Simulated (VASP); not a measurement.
# Be4Se3 (P6/mmm) in VASP: single point with PBE

Aim: the single point of Be4Se3 with PBE.

Program: VASP 6.6.1. These are calculated values, not measurements. Logs are shortened: lines on timing, memory, paths and dates and some standing lists are left out, and cuts for length are marked.

## Step 1: The cell of the first run

It takes space group P6/mmm (No. 191, hexagonal). Conventional cell: a = 3.617 Å, b = 3.617 Å, c = 10.202 Å, α = 90.00°, β = 90.00°, γ = 120.00°. Be (site symmetry 3m) has 3 Be at 2.09 Å and 6 Se at 2.53 to 2.79 Å within 2.8 Å. Within 3.3 Å of Se (site symmetry 6mm) lie 6 Be at 2.53 Å and 1 Se at 3.27 Å. Within 3.7 Å of Se (site symmetry 6/mmm) lie 12 Be at 2.79 Å and 8 Se at 3.27 to 3.62 Å.

The cell was built from a structure type or drawn by symmetry, and may not be a known phase.

## Step 2: Single point, PBE

The input, INCAR:

```
SYSTEM = Be4Se3
PREC     = Accurate       ! precision mode
ENCUT    = 520            ! plane-wave cutoff, eV
EDIFF    = 1E-7           ! SCF threshold, eV
ISMEAR   = 0              ! smearing method
SIGMA    = 0.2            ! smearing width, eV
LREAL    = .False.        ! projectors in reciprocal space
LASPH    = .True.         ! aspherical terms in the spheres
NELM     = 100            ! most SCF steps
ALGO     = Normal         ! electronic algorithm
ISIF     = 2              ! what is computed and relaxed
LWAVE    = .False.        ! write WAVECAR
LCHARG   = .False.        ! write CHGCAR
GGA      = PE             ! functional
NBANDS   = 22             ! bands
```

The input, KPOINTS:

```
regular mesh
0
Gamma
  4 4 3
  0 0 0
```

The input, POSCAR:

```
Be4Se3
1.0
    3.6167960370      0.0000000000      0.0000000000
   -1.8083980185      3.1322372484      0.0000000000
    0.0000000000      0.0000000000     10.2023309537
Be Se
4 3
Direct
    0.3333333333      0.6666666667      0.6813171438
    0.6666666667      0.3333333333      0.6813171438
    0.6666666667      0.3333333333      0.3186828562
    0.3333333333      0.6666666667      0.3186828562
    0.0000000000      0.0000000000      0.1791941994
    0.0000000000      0.0000000000      0.8208058006
    0.0000000000      0.0000000000      0.5000000000
```

Potentials or basis: VASP PAW PBE potentials, release 64 (Be, Se).

Run with:

```sh
> cat potpaw_PBE.64/Be/POTCAR potpaw_PBE.64/Se/POTCAR > POTCAR
> mpirun -np 1 vasp_std > vasp.out
```

OUTCAR:

```text
SYSTEM = Be4Se3
   PREC = Accurate
   ENCUT = 520
   EDIFF = 1E-7
   ISMEAR = 0
   LREAL = .False.
   LASPH = .True.
   NELM = 100
   ISIF = 2
   GGA = PE

 ion  position               nearest neighbor table
   1  0.333  0.667  0.681-   2 2.09   2 2.09   2 2.09   6 2.53   6 2.53   6 2.53
   2  0.667  0.333  0.681-   1 2.09   1 2.09   1 2.09   6 2.53   6 2.53   6 2.53
   3  0.667  0.333  0.319-   4 2.09   4 2.09   4 2.09   5 2.53   5 2.53   5 2.53
   4  0.333  0.667  0.319-   3 2.09   3 2.09   3 2.09   5 2.53   5 2.53   5 2.53
   5  0.000  0.000  0.179-   3 2.53   4 2.53   3 2.53   4 2.53   3 2.53   4 2.53
   6  0.000  0.000  0.821-   1 2.53   2 2.53   2 2.53   1 2.53   2 2.53   1 2.53
   7  0.000  0.000  0.500-

  LATTYP: Found a hexagonal cell.
 ALAT       =     3.6167960370
 C/A-ratio  =     2.8208200986

  Lattice vectors:

 A1 = (   3.6167960370,   0.0000000000,   0.0000000000)
 A2 = (  -1.8083980185,   3.1322372484,   0.0000000000)
 A3 = (   0.0000000000,   0.0000000000,  10.2023309537)

Analysis of symmetry for initial positions (statically):
=====================================================================
 Subroutine PRICEL returns:
 Original cell was already a primitive cell.

 Routine SETGRP: Setting up the symmetry group for a
 hexagonal supercell.

 Subroutine GETGRP returns: Found 24 space group operations
 (whereof 24 operations were pure point group operations)
 out of a pool of 24 trial point group operations.

The static configuration has the point symmetry D_6h.

Analysis of symmetry for dynamics (positions and initial velocities):
=====================================================================
 Subroutine PRICEL returns:
 Original cell was already a primitive cell.

 Routine SETGRP: Setting up the symmetry group for a
 hexagonal supercell.

 Subroutine GETGRP returns: Found 24 space group operations
 (whereof 24 operations were pure point group operations)
 out of a pool of 24 trial point group operations.

The dynamic configuration has the point symmetry D_6h.

 Subroutine INISYM returns: Found 24 space group operations
 (whereof 24 operations are pure point group operations),
 and found     1 'primitive' translations

----------------------------------------------------------------------------------------

                                     Primitive cell

  volume of cell :     115.5788

  direct lattice vectors                    reciprocal lattice vectors
     3.616796037  0.000000000  0.000000000     0.276487806  0.159630309  0.000000000
    -1.808398018  3.132237248  0.000000000     0.000000000  0.319260618  0.000000000
     0.000000000  0.000000000 10.202330954     0.000000000  0.000000000  0.098016816

  length of vectors
     3.616796037  3.616796037 10.202330954     0.319260618  0.319260618  0.098016816

  position of ions in fractional coordinates (direct lattice)
     0.333333333  0.666666667  0.681317144
     0.666666667  0.333333333  0.681317144
     0.666666667  0.333333333  0.318682856
     0.333333333  0.666666667  0.318682856
     0.000000000  0.000000000  0.179194199
     0.000000000  0.000000000  0.820805801
     0.000000000  0.000000000  0.500000000

  ion indices of the primitive-cell ions
   primitive index   ion index
                 1           1
                 2           2
                 3           3
                 4           4
                 5           5
                 6           6
                 7           7

----------------------------------------------------------------------------------------

 KPOINTS: regular mesh

Automatic generation of k-mesh.
 Grid dimensions read from file:
 generate k-points for:    4    4    3

 Generating k-lattice:

  Cartesian coordinates                     Fractional coordinates (reciprocal lattice)
     0.069121951  0.039907577  0.000000000     0.250000000  0.000000000  0.000000000
     0.000000000  0.079815155  0.000000000     0.000000000  0.250000000  0.000000000
     0.000000000  0.000000000  0.032672272     0.000000000  0.000000000  0.333333333

  Length of vectors
     0.079815155  0.079815155  0.032672272

  Shift w.r.t. Gamma in fractional coordinates (k-lattice)
     0.000000000  0.000000000  0.000000000

 Subroutine IBZKPT returns following result:
 ===========================================

 Found      8 irreducible k-points:

 Following reciprocal coordinates:
            Coordinates               Weight
  0.000000  0.000000  0.000000      1.000000
  0.250000  0.000000  0.000000      6.000000
  0.500000  0.000000  0.000000      3.000000
  0.250000  0.250000  0.000000      6.000000
  0.000000  0.000000  0.333333      2.000000
  0.250000  0.000000  0.333333     12.000000
  0.500000  0.000000  0.333333      6.000000
  0.250000  0.250000  0.333333     12.000000
   k-points           NKPTS =      8   k-points in BZ     NKDIM =      8   number of bands    NBANDS=     22
   number of dos      NEDOS =    301   number of ions     NIONS =      7
   total plane-waves  NPLWV =  62720
   dimension x,y,z NGX =    28 NGY =   28 NGZ =   80
   dimension x,y,z NGXF=    56 NGYF=   56 NGZF=  160
   ions per type =               4   3
   NGX,Y,Z   is equivalent  to a cutoff of  12.87, 12.87, 13.04 a.u.
   NGXF,Y,Z  is equivalent  to a cutoff of  25.74, 25.74, 26.07 a.u.
 SYSTEM =  Be4Se3
   PREC   = accura    normal or accurate (medium, high low for compatibility)
   ISTART =      0    job   : 0-new  1-cont  2-samecut
   ICHARG =      2    charge: 1-file 2-atom 10-const
   ISPIN  =      1    spin polarized calculation?
   LNONCOLLINEAR =      F non collinear calculations
   LSORBIT =      F    spin-orbit coupling
   LASPH  =      T    aspherical Exc in radial PAW
   ENCUT  =  520.0 eV  38.22 Ry    6.18 a.u.   6.72  6.72 18.97*2*pi/ulx,y,z
   NELM   =    100;   NELMIN=  2; NELMDL= -5     # of ELM steps
   EDIFF  = 0.1E-06   stopping-criterion for ELM
   LREAL  =      F    real-space projection
   EDIFFG = 0.1E-05   stopping-criterion for IOM
   NSW    =      0    number of steps for IOM
   IBRION =     -1    ionic relax: 0-MD 1-quasi-New 2-CG
   NFREE  =      0    steps in history (QN), initial steepest desc. (CG)
   ISIF   =      2    stress and relaxation
   ISYM   =      2    0-nonsym 1-usesym 2-fastsym
   POTIM  = 0.5000    time-step for ionic-motion
   TEBEG  =    0.0;   TEEND  =   0.0 temperature during run
   PSTRESS=    0.0 pullay stress
   NELECT =      26.0000    total number of electrons
   NUPDOWN=      -1.0000    fix difference up-down
   EMIN   =  10.00;   EMAX   =-10.00  energy-range for DOS
   EFERMI =   0.00;   METHOD = LEGACY
   ISMEAR =     0;   SIGMA  =   0.20  broadening in eV -4-tet -1-fermi 0-gaus
   EFERMI_NEDOS =   21; number of points for ismear=-14 and -15
   IALGO  =     38    algorithm
   IMIX   =      4    mixing-type and parameters
     AMIX     =   0.40;   BMIX     =  1.00
     AMIX_MAG =   1.60;   BMIX_MAG =  1.00
  volume/ion in A,a.u.               =      16.51       111.42
  Fermi-wavevector in a.u.,A,eV,Ry     =   0.995650  1.881505 13.487706  0.991318
  Thomas-Fermi vector in A             =   2.127684
   LORBIT       =      0    0 simple, 1 ext, 2 COOP (PROOUT), +10 PAW based schemes
   GGA     = PE    functional components
   LHFCALC =     F    Hartree Fock is set to
   AEXX    =    0.0000 exact exchange contribution
   IVDW    =     0    specifies the selected vdW correction
   LEPSILON=     F    determine dielectric tensor
   LRPA    =     F    only Hartree local field effects (RPA)
 non-spin polarized calculation
 Gauss-broadening in eV      SIGMA  =   0.20
  energy-cutoff  :      520.00
  volume of cell :      115.58
 maximum number of plane-waves:      3140
 NGX is ok and might be reduce to    28
   NGX = 13   NGY = 13   NGZ = 37

 number of electron      25.9999997 magnetization

 Free energy of the ion-electron system (eV)
  ---------------------------------------------------
  ext. energy  EPLUGINS =         0.00000000
  ---------------------------------------------------
  free energy    TOTEN  =       -22.87588742 eV

  energy without entropy =      -22.78585311  energy(sigma->0) =      -22.83087026

 E-fermi :   4.5878     XC(G=0):  -9.3551

 val. band max:        4.5200027887   @ k =   0.2500   0.0000   0.3333
 cond. band min:       4.6721299615   @ k =   0.2500   0.2500   0.3333
 fundamental gap:      0.1521271728
 Fermi energy:         4.5877887858

 k-point     1 :       0.0000    0.0000    0.0000
  band No.  band energies     occupation
      1     -10.5891      2.00000
      2     -10.1746      2.00000
      3      -9.3559      2.00000
      4      -2.8298      2.00000
      5      -1.1395      2.00000
      6       2.2202      2.00000
[... 14 lines left out ...]
     21       9.5969      0.00000
     22      10.7820      0.00000

 k-point     2 :       0.2500    0.0000    0.0000
  band No.  band energies     occupation
      1     -10.0829      2.00000
      2      -9.6782      2.00000
      3      -8.8631      2.00000
      4      -2.3065      2.00000
      5      -1.4235      2.00000
      6      -0.3642      2.00000
[... 14 lines left out ...]
     21       9.8708      0.00000
     22      10.2308      0.00000

 k-point     3 :       0.5000    0.0000    0.0000
  band No.  band energies     occupation
      1      -9.4054      2.00000
      2      -9.0219      2.00000
      3      -8.2256      2.00000
      4      -3.2068      2.00000
      5      -2.6586      2.00000
      6      -1.1876      2.00000
[... 14 lines left out ...]
     21       9.6083      0.00000
     22       9.6791      0.00000
[... 76 lines left out ...]
 k-point     7 :       0.5000    0.0000    0.3333
  band No.  band energies     occupation
      1      -9.3598      2.00000
      2      -9.1013      2.00000
      3      -8.1840      2.00000
      4      -3.1809      2.00000
      5      -2.7110      2.00000
      6      -1.4128      2.00000
[... 14 lines left out ...]
     21       9.0935      0.00000
     22      10.2471      0.00000

 k-point     8 :       0.2500    0.2500    0.3333
  band No.  band energies     occupation
      1      -9.3773      2.00000
      2      -9.1178      2.00000
      3      -8.2001      2.00000
      4      -2.5099      2.00000
      5      -2.1703      2.00000
      6      -1.2198      2.00000
[... 14 lines left out ...]
     21       9.8112      0.00000
     22      10.2871      0.00000

------------------------ aborting loop because EDIFF is reached ----------------------------------------

  FORCE on cell =-STRESS in cart. coord.  units (eV):
  Direction    XX          YY          ZZ          XY          YZ          ZX
  --------------------------------------------------------------------------------------
  -------------------------------------------------------------------------------------
  Total        0.0387745      0.0387745      0.2341344      0.0000000     -0.0000000      0.0000000
  in kB        0.5375004      0.5375004      3.2456210      0.0000000     -0.0000000      0.0000000
  external PRESSURE =       1.4402072 kB  Pullay stress =       0.0000000 kB

 VOLUME and BASIS-vectors are now :
 -----------------------------------------------------------------------------
  energy-cutoff  :      520.00
  volume of cell :      115.58
      direct lattice vectors                 reciprocal lattice vectors
     3.616796037  0.000000000  0.000000000     0.276487806  0.159630309  0.000000000
    -1.808398018  3.132237248  0.000000000     0.000000000  0.319260618  0.000000000
     0.000000000  0.000000000 10.202330954     0.000000000  0.000000000  0.098016816

 POSITION                                       TOTAL-FORCE (eV/Angst)
 -----------------------------------------------------------------------------------
     -0.00000      2.08816      6.95102         0.000000      0.000000     -0.000077
      1.80840      1.04408      6.95102        -0.000000     -0.000000     -0.000077
      1.80840      1.04408      3.25131         0.000000     -0.000000      0.000077
     -0.00000      2.08816      3.25131         0.000000      0.000000      0.000077
      0.00000      0.00000      1.82820        -0.000000      0.000000      0.027254
      0.00000      0.00000      8.37413         0.000000     -0.000000     -0.027254
      0.00000      0.00000      5.10117         0.000000     -0.000000      0.000000
 -----------------------------------------------------------------------------------
    total drift:                               -0.000000      0.000000      0.000000

  FREE ENERGIE OF THE ION-ELECTRON SYSTEM (eV)
  ---------------------------------------------------
  free  energy   TOTEN  =       -22.8758874156 eV

  energy  without entropy=      -22.7858531125  energy(sigma->0) =      -22.83087026
```

Wall time 32 s (1 thread of Intel Xeon 8259CL, shared host); peak memory 0.24 GiB.

Results:

```yaml
Free_energy: -22.8759 eV
Pressure: 0.1 GPa
Largest_force: 0.027 eV/Å
Band_gap_on_the_k_mesh: zero (bands 13 and 14 overlap by 0.22 eV)
```

Forces on the atoms (eV/Å):
```
Be   0.000  0.000  0.000
Be   0.000  0.000  0.000
Be   0.000  0.000  0.000
Be   0.000  0.000  0.000
Se   0.000  0.000  0.027
Se   0.000  0.000 -0.027
Se   0.000  0.000  0.000
```

Caveat: the k points lie up to 0.50 Å⁻¹ apart; semilocal functionals underestimate gaps, so a narrow gap can read as zero; this functional lacks dispersion, which binds the layers, so the pressure and a relaxed spacing across them are unreliable.
